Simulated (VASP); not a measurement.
# LaF2 (Immm) in VASP: single point with PBE

Aim: the single point of LaF2 with PBE.

Everything below comes from runs of VASP 6.6.1. Logs are shortened: lines on timing, memory, paths and dates and some standing lists are left out, and cuts for length are marked.

### 1 The cell of the first run

The structure is orthorhombic, space group Immm (No. 71). The conventional cell has a = 4.682 Å, b = 5.140 Å, c = 5.253 Å, α = 90.00°, β = 90.00°, γ = 90.00°. Within 2.5 Å of La (site symmetry mmm) lie 2 F at 1.86 Å. F (site symmetry mm2) has 1 F at 1.53 Å and 1 La at 1.86 Å within 2.0 Å.

### 2 Single point, PBE

File INCAR:

```
SYSTEM = LaF2
PREC = Accurate
ENCUT = 520
EDIFF = 1E-6
ISMEAR = 0
SIGMA = 0.1
LREAL = .FALSE.
LASPH = .TRUE.
NELM = 80
ALGO = Normal
ISIF = 2
LWAVE = .FALSE.
LCHARG = .FALSE.
GGA = PE
NBANDS = 20
```

File KPOINTS:

```
Automatic mesh
0
G
  6 6 6
  0 0 0
```

File POSCAR:

```
LaF2
1.0
   -2.3411195700      2.5702319300      2.6266366200
    2.3411195700     -2.5702319300      2.6266366200
    2.3411195700      2.5702319300     -2.6266366200
La F
1 2
Direct
    0.5000000000      0.0000000000      0.5000000000
    0.8540963800      0.3540963800      0.5000000000
    0.1459036200      0.6459036200      0.5000000000
```

Potentials or basis: VASP PAW PBE potentials, release 64 (La, F).

Launch:

```console
cat potpaw_PBE.64/La/POTCAR potpaw_PBE.64/F/POTCAR > POTCAR
mpirun -np 1 vasp_std > vasp.out
```

OUTCAR:

```text
SYSTEM = LaF2
   PREC = Accurate
   ENCUT = 520
   EDIFF = 1E-6
   ISMEAR = 0
   LREAL = .FALSE.
   LASPH = .TRUE.
   NELM = 80
   ISIF = 2
   GGA = PE

 ion  position               nearest neighbor table
   1  0.500  0.000  0.500-   2 1.86   3 1.86
   2  0.854  0.354  0.500-   3 1.53   1 1.86
   3  0.146  0.646  0.500-   2 1.53   1 1.86

  LATTYP: Found a body centered orthorhombic cell.
 ALAT       =     4.6822391400
 B/A-ratio  =     1.0978644418
 C/A-ratio  =     1.1219574829

  Lattice vectors:

 A1 = (  -2.3411195700,   2.5702319300,   2.6266366200)
 A2 = (   2.3411195700,  -2.5702319300,   2.6266366200)
 A3 = (   2.3411195700,   2.5702319300,  -2.6266366200)

Analysis of symmetry for initial positions (statically):
=====================================================================
 Subroutine PRICEL returns:
 Original cell was already a primitive cell.

 Routine SETGRP: Setting up the symmetry group for a
 body centered orthorhombic supercell.

 Subroutine GETGRP returns: Found  8 space group operations
 (whereof  8 operations were pure point group operations)
 out of a pool of  8 trial point group operations.

The static configuration has the point symmetry D_2h.

Analysis of symmetry for dynamics (positions and initial velocities):
=====================================================================
 Subroutine PRICEL returns:
 Original cell was already a primitive cell.

 Routine SETGRP: Setting up the symmetry group for a
 body centered orthorhombic supercell.

 Subroutine GETGRP returns: Found  8 space group operations
 (whereof  8 operations were pure point group operations)
 out of a pool of  8 trial point group operations.

The dynamic configuration has the point symmetry D_2h.

 Subroutine INISYM returns: Found  8 space group operations
 (whereof  8 operations are pure point group operations),
 and found     1 'primitive' translations

----------------------------------------------------------------------------------------

                                     Primitive cell

  volume of cell :      63.2202

  direct lattice vectors                    reciprocal lattice vectors
    -2.341119570  2.570231930  2.626636620     0.000000000  0.194534973  0.190357507
     2.341119570 -2.570231930  2.626636620     0.213573030  0.000000000  0.190357507
     2.341119570  2.570231930 -2.626636620     0.213573030  0.194534973  0.000000000

  length of vectors
     4.357310288  4.357310288  4.357310288     0.272176113  0.286093376  0.288889763
[... 76 lines left out ...]
   ICHARG =      2    charge: 1-file 2-atom 10-const
   ISPIN  =      1    spin polarized calculation?
   LNONCOLLINEAR =      F non collinear calculations
   LSORBIT =      F    spin-orbit coupling
   LASPH  =      T    aspherical Exc in radial PAW
   ENCUT  =  520.0 eV  38.22 Ry    6.18 a.u.   8.10  8.10  8.10*2*pi/ulx,y,z
   NELM   =     80;   NELMIN=  2; NELMDL= -5     # of ELM steps
   EDIFF  = 0.1E-05   stopping-criterion for ELM
   LREAL  =      F    real-space projection
   EDIFFG = 0.1E-04   stopping-criterion for IOM
   NSW    =      0    number of steps for IOM
   IBRION =     -1    ionic relax: 0-MD 1-quasi-New 2-CG
   NFREE  =      0    steps in history (QN), initial steepest desc. (CG)
   ISIF   =      2    stress and relaxation
   ISYM   =      2    0-nonsym 1-usesym 2-fastsym
   POTIM  = 0.5000    time-step for ionic-motion
   TEBEG  =    0.0;   TEEND  =   0.0 temperature during run
   PSTRESS=    0.0 pullay stress
   NELECT =      25.0000    total number of electrons
   NUPDOWN=      -1.0000    fix difference up-down
   EMIN   =  10.00;   EMAX   =-10.00  energy-range for DOS
   EFERMI =   0.00;   METHOD = LEGACY
   ISMEAR =     0;   SIGMA  =   0.10  broadening in eV -4-tet -1-fermi 0-gaus
   EFERMI_NEDOS =   21; number of points for ismear=-14 and -15
   IALGO  =     38    algorithm
   IMIX   =      4    mixing-type and parameters
     AMIX     =   0.40;   BMIX     =  1.00
     AMIX_MAG =   1.60;   BMIX_MAG =  1.00
  volume/ion in A,a.u.               =      21.07       142.21
  Fermi-wavevector in a.u.,A,eV,Ry     =   1.201627  2.270745 19.645541  1.443906
  Thomas-Fermi vector in A             =   2.337430
   LORBIT       =      0    0 simple, 1 ext, 2 COOP (PROOUT), +10 PAW based schemes
   GGA     = PE    functional components
   LHFCALC =     F    Hartree Fock is set to
   AEXX    =    0.0000 exact exchange contribution
   IVDW    =     0    specifies the selected vdW correction
   LEPSILON=     F    determine dielectric tensor
   LRPA    =     F    only Hartree local field effects (RPA)
 non-spin polarized calculation
 Gauss-broadening in eV      SIGMA  =   0.10
  energy-cutoff  :      520.00
  volume of cell :       63.22
 maximum number of plane-waves:      1722
   NGX = 17   NGY = 17   NGZ = 17

 number of electron      25.0000001 magnetization

 Free energy of the ion-electron system (eV)
  ---------------------------------------------------
  ext. energy  EPLUGINS =         0.00000000
  ---------------------------------------------------
  free energy    TOTEN  =       -10.63765241 eV

  energy without entropy =      -10.63391196  energy(sigma->0) =      -10.63578219

 E-fermi :   5.9201     XC(G=0):  -8.6733

 val. band max:        5.8622224827   @ k =   0.5000  -0.3333   0.1667
 cond. band min:       6.0085078851   @ k =  -0.1667   0.3333   0.1667
 fundamental gap:      0.1462854025
 Fermi energy:         5.9201442005

 k-point     1 :       0.0000    0.0000    0.0000
  band No.  band energies     occupation
      1     -27.4916      2.00000
      2     -21.4530      2.00000
      3     -20.9774      2.00000
      4     -10.4399      2.00000
      5     -10.3888      2.00000
      6      -8.1647      2.00000
[... 541 lines left out ...]
     19       9.0953      0.00000
     20       9.3377      0.00000

 [... further k-points ...]
[... 5 lines left out ...]
  --------------------------------------------------------------------------------------
  -------------------------------------------------------------------------------------
  Total        0.0973362      0.1882724     54.6736827     -0.0000000      0.0000000      0.0000000
  in kB        2.4667720      4.7713505   1385.5844941     -0.0000000      0.0000000      0.0000000
  external PRESSURE =     464.2742055 kB  Pullay stress =       0.0000000 kB

 VOLUME and BASIS-vectors are now :
 -----------------------------------------------------------------------------
  energy-cutoff  :      520.00
  volume of cell :       63.22
      direct lattice vectors                 reciprocal lattice vectors
    -2.341119570  2.570231930  2.626636620     0.000000000  0.194534973  0.190357507
     2.341119570 -2.570231930  2.626636620     0.213573030  0.000000000  0.190357507
     2.341119570  2.570231930 -2.626636620     0.213573030  0.194534973  0.000000000

 POSITION                                       TOTAL-FORCE (eV/Angst)
 -----------------------------------------------------------------------------------
      0.00000      2.57023      0.00000        -0.000000     -0.000000     -0.000000
      0.00000      2.57023      1.86017         0.000000     -0.000000     -9.779435
      2.34112      0.00000      0.76647        -0.000000      0.000000      9.779435
 -----------------------------------------------------------------------------------
    total drift:                                0.000000      0.000000     -0.000000

  FREE ENERGIE OF THE ION-ELECTRON SYSTEM (eV)
  ---------------------------------------------------
  free  energy   TOTEN  =       -10.6376524091 eV

  energy  without entropy=      -10.6339119630  energy(sigma->0) =      -10.63578219
```

Run time: 45 s. Hardware: 1 thread of Intel Xeon Platinum 8375C at 2.90GHz (Ice Lake), shared host; peak memory 0.22 GiB.

Results:

```
Free energy   : -10.6377 eV
Pressure      : 46.4 GPa
Largest force : 9.779 eV/Å
```

Forces on the atoms (eV/Å):
```
La   0.000  0.000  0.000
F    0.000  0.000 -9.779
F    0.000  0.000  9.779
```

Stress tensor (GPa, compression positive):
```
  0.25   0.00   0.00
  0.00   0.48   0.00
  0.00   0.00 138.56
```

Caveat: spin-orbit coupling is left out, which moves the levels of the heavy elements; an odd number of electrons without spin polarisation forces a metal; a magnetic or distorted state may lie lower.
